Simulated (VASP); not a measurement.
Input of a VASP 6.6.1 run:

Contents of INCAR:

```
  ALGO = Normal
  EDIFF = 1E-6
  ENCUT = 520
  GGA = PE
  ISIF = 2
  ISMEAR = 0
  LASPH = True
  LCHARG = False
  LREAL = False
  LWAVE = False
  NBANDS = 20
  NELM = 100
  PREC = Accurate
  SIGMA = 0.1
```

The input KPOINTS:

```
k-points
0
Gamma
  12 12 12
```

The input POSCAR:

```
BeCl3
1.0
    0.0000000000      3.3125092228      3.3125092228
    3.3125092228      0.0000000000      3.3125092228
    3.3125092228      3.3125092228      0.0000000000
Be Cl
1 3
Direct
    0.0000000000      0.0000000000      0.0000000000
    0.2500000000      0.2500000000      0.2500000000
    0.7500000000      0.7500000000      0.7500000000
    0.5000000000      0.5000000000      0.5000000000
```

Potentials or basis: VASP PAW PBE potentials, release 64 (Be, Cl).

Launch:

```console
$ cat potpaw_PBE.64/Be/POTCAR potpaw_PBE.64/Cl/POTCAR > POTCAR
$ mpirun -np 1 vasp_std > vasp.out
```

(1) Predict the pressure.

Answers

(1) -0.1 GPa.

Caveat: an odd number of electrons without spin polarisation forces a metal; a magnetic or distorted state may lie lower.
